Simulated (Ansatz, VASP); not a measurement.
One calculation of W, two programs

The input INCAR:

```
SYSTEM = W
PREC = Accurate
ENCUT = 500
EDIFF = 1E-6
ISMEAR = 1
SIGMA = 0.025
LREAL = .False.
LASPH = .True.
NELM = 120
ALGO = Normal
ISIF = 2
LWAVE = .False.
LCHARG = .True.
GGA = PE
LELF = .True.
LVHAR = .True.
NBANDS = 13
GGA_COMPAT = .False.
```

The input KPOINTS:

```
regular mesh
0
Gamma
  12 12 12
  0 0 0
```

Contents of POSCAR:

```
W
1.0
   -1.5823450000      1.5823450000      1.5823450000
    1.5823450000     -1.5823450000      1.5823450000
    1.5823450000      1.5823450000     -1.5823450000
W
1
Direct
    0.0000000000      0.0000000000      0.0000000000
```

Contents of input.yaml:

```yaml
crystal:
  lattice: { a: 3.16469, b: 3.16469, c: 3.16469, alpha: 90.0, beta: 90.0, gamma: 90.0 }
  space_group: 229
  reduce_to_primitive: true
  atoms:
    - { symbol: W, wyckoff: "2a", position: [0.0, 0.0, 0.0] }
hamiltonian:
  xc: pbe
  pseudopotentials: { kind: paw, source: jth }
kpoints:
  mp_grid: { grid: [12, 12, 12] }
scf:
  occupations: { method: methfessel_paxton, width: 0.025 }
output:
  forces: true
  stress: true
  eigenvalues: true
  bader: true
  populations: intrinsic
```

Alike in both runs: functional PBE; k mesh 12 × 12 × 12; occupations methfessel-paxton of order 1, width 0.025 eV; no spin polarisation.

|  | VASP | Ansatz |
| --- | --- | --- |
| version | VASP 6.6.1 | Ansatz 0.2.0 |
| potentials or method | VASP PAW PBE potentials, release 64 (W_sv) | JTH PAW |
| plane-wave cutoff (eV) | 500 | 1290 |
| valence electrons in the cell | 14 | 14 |
| task | single point | atomic charges |

```csv
,VASP,Ansatz,Ansatz less VASP
gap on the k mesh at the Fermi level (eV),none,none,-
pressure (GPa),6.7,6.6,-0.07
```

A gap of «none» marks a metal or a gap that the smearing closes.

Neither program's run includes spin-orbit coupling.
